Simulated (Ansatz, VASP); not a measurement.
## Two plane-wave programs on Ta

```xyz
1
Lattice="-1.6232 1.6232 1.6232 1.6232 -1.6232 1.6232 1.6232 1.6232 -1.6232" Properties=species:S:1:pos:R:3 pbc="T T T"
Ta    0.0000    0.0000    0.0000
```

Alike in both runs: functional LDA; k mesh 8 × 8 × 8; occupations gaussian, width 0.1 eV; no spin polarisation.

Ansatz relaxed the structure, and its values are those at the end. VASP's run is a single point on that final structure, the one shown.

```csv
,VASP,Ansatz
version,VASP 6.6.1,Ansatz 0.2.0
potentials or method,"VASP PAW LDA potentials, release 64 (Ta_sv_GW), cutoff 500 eV","scalar-relativistic, plane waves, PAW"
valence electrons in the cell,13,13
```

Ansatz gave:

- gap on the k mesh at the Fermi level (eV): none
- pressure (GPa): 0.1

Task: What did VASP give for the same quantities?

Result: gap on the k mesh at the Fermi level (eV): none; pressure (GPa): -0.4.

Ansatz warns that its potentials were made for another functional, while VASP's fit it. LDA's correlation is that of Perdew and Zunger in VASP and of Perdew and Wang (1992) in Ansatz. A gap of «none» marks a metal or a gap that the smearing closes.

Spin-orbit coupling is off throughout.
